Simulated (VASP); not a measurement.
A run of VASP 6.6.1 is set up as follows.

Contents of INCAR:

```
PREC = Accurate
ENCUT = 520
EDIFF = 1E-6
ISMEAR = -1
SIGMA = 0.05
LREAL = F
LASPH = T
NELM = 150
ALGO = Normal
ISIF = 2
LWAVE = F
LCHARG = F
ISPIN = 2
MAGMOM = 3 3
LORBIT = 11
LMAXMIX = 4
GGA = PS
NBANDS = 23
```

Contents of KPOINTS:

```
regular mesh
0
Gamma
  11 11 6
```

File POSCAR:

```
Cr
1.0
    2.7497146220      0.0000000000      0.0000000000
   -1.3748573110      2.3813227158      0.0000000000
    0.0000000000      0.0000000000      4.4680329708
Cr
2
Direct
    0.6666666667      0.3333333333      0.7500000000
    0.3333333333      0.6666666667      0.2500000000
```

Potentials or basis: VASP PAW PBE potentials, release 64 (Cr_pv).

Run with:

```sh
$ cat potpaw_PBE.64/Cr_pv/POTCAR > POTCAR
$ mpirun -np 1 vasp_std > vasp.out
```

Question: Predict the site moments.

Answer: Cr +1.00 μB.

Question: Predict the net moment.

Answer: 2.16 μB per cell.

Stress tensor (GPa, compression positive):
```
-34.73   0.00   0.00
  0.00 -34.73   0.00
  0.00   0.00 -32.83
```

Caveat: the cell stands under tension; an empty level that is flat over the whole mesh can mark a ghost state of the potentials, or a narrow d or f band; the PAW data sets were made with another functional, which shifts forces and pressure a little.
